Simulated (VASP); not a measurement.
The system is K2S.

```
CELL_PARAMETERS angstrom
0.00000 3.93908 3.93908
3.93908 0.00000 3.93908
3.93908 3.93908 0.00000
ATOMIC_POSITIONS crystal
K 0.75000 0.75000 0.75000
K 0.25000 0.25000 0.25000
S 0.00000 0.00000 0.00000
```

- Program: VASP 6.6.1
- Task: relaxation of cell and atoms
- Functional: PBE
- Potentials or basis: VASP PAW PBE potentials, release 64 (K_sv, S)
- Cutoff: 500 eV
- k mesh: 6 × 6 × 6
- Occupations: gaussian, width 0.02 eV
- Spin: no spin polarisation

At the start: pressure -2.1 GPa; volume 40.75 Å³/atom.

Problem. How do energy, volume and symmetry change on relaxing?

Solution. Over 4 steps the energy falls by 45.2 meV/atom and the volume is 34.66 Å³/atom (-14.9 %); space group Fm-3m (No. 225, to 0.05 Å).

Step by step:
```tsv
step	energy change (eV)	largest force (eV/Å)	pressure (GPa)	volume (Å³)
1	0.0000	0.0000	-2.08	122.24
2	-0.0972	0.0000	-1.27	113.12
3	-0.1349	0.0000	-0.21	105.34
4	-0.1357	0.0000	0.03	103.98
```

Final structure:
```
CELL_PARAMETERS angstrom
0.00000 3.73229 3.73229
3.73229 0.00000 3.73229
3.73229 3.73229 0.00000
ATOMIC_POSITIONS crystal
K 0.75000 0.75000 0.75000
K 0.25000 0.25000 0.25000
S 0.00000 0.00000 0.00000
```
